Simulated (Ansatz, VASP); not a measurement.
One calculation of HfS2, two programs

```xyz
3
Lattice="3.6059 0.0000 0.0000 -1.8029 3.1228 0.0000 0.0000 0.0000 5.8858" Properties=species:S:1:pos:R:3 pbc="T T T"
Hf    0.0000    0.0000    0.0000
S     1.8029    1.0409    4.4003
S     0.0000    2.0818    1.4855
```

Change from the starting cell: strain +0.0200 x Voigt [0, 0, 1, 0, 0, 0], atoms carried along.

Alike in both runs: task single point; functional PBE; dispersion D3(BJ); k mesh 12 × 12 × 6; occupations gaussian, width 0.05 eV; no spin polarisation.

|  | VASP | Ansatz |
| --- | --- | --- |
| version | VASP 6.6.1 | Ansatz 0.2.0 |
| potentials or method | VASP PAW PBE potentials, release 64 (Hf_pv, S), cutoff 500 eV | scalar-relativistic, plane waves, PAW |
| valence electrons in the cell | 22 | 38 |

Ansatz gave:

| Quantity | Value |
| --- | --- |
| gap on the k mesh at the Fermi level (eV) | 0.89 |
| least direct gap on the mesh (eV) | 1.82 |
| pressure (GPa) | -1.8 |
| traceless stress, the component that is largest in VASP (GPa) | -0.99 |
| rms of the force components (eV/Å) | 0.151 |

Question: Which values does VASP return?

Answer: gap on the k mesh at the Fermi level (eV): 0.91; least direct gap on the mesh (eV): 1.84; pressure (GPa): -2.4; traceless stress, the component that is largest in VASP (GPa): -0.92; rms of the force components (eV/Å): 0.183.

Atom by atom the forces differ by 0.031 eV/Å (rms over components). VASP's potentials hold 22 valence electrons a cell and Ansatz's 38, so a difference there can come from the potentials and not from the codes.

Spin-orbit coupling is off throughout.
